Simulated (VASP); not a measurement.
A run of VASP 6.6.1 is set up as follows.

File INCAR:

```
PREC = Accurate
ENCUT = 520
EDIFF = 1E-6
ISMEAR = 0
SIGMA = 0.05
LREAL = False
LASPH = True
NELM = 60
ALGO = Normal
ISIF = 2
LWAVE = False
LCHARG = True
LDIPOL = True
IDIPOL = 3
DIPOL = 0.5 0.5 0.387
GGA = PE
IVDW = 12
LELF = True
LVHAR = True
LVACPOTAV = True
NBANDS = 31
```

File KPOINTS:

```
Automatic mesh
0
Gamma
  9 9 1
```

POSCAR

```
PtS2
1.0
    3.5415278079      0.0000000000      0.0000000000
   -1.7707639039      3.0670530498      0.0000000000
    0.0000000000      0.0000000000     22.4670615492
S Pt
4 2
Direct
    0.6666666667      0.3333333333      0.2002932155
    0.3333333333      0.6666666667      0.3108341854
    0.5000000000      1.3333333333      0.4639472212
    0.1666666667      1.6666666667      0.5744881911
    0.0000000000      0.0000000000      0.2555637004
   -0.1666666667      1.0000000000      0.5192177062
```

Potentials or basis: VASP PAW PBE potentials, release 64 (S, Pt).

Run with:

```console
$ cat potpaw_PBE.64/S/POTCAR potpaw_PBE.64/Pt/POTCAR > POTCAR
$ mpirun -np 1 vasp_std > vasp.out
```

(1) Estimate the dispersion energy per atom.

(2) Predict the band gap on the k mesh.

(3) Estimate the largest force.

Answers

(1) -0.315 eV.

(2) 1.46 eV (least direct gap 1.57 eV).

(3) 0.082 eV/Å.

Caveat: the cell differs from its parent crystal (layers slid over each other); spin-orbit coupling is left out, which moves the levels of the heavy elements.
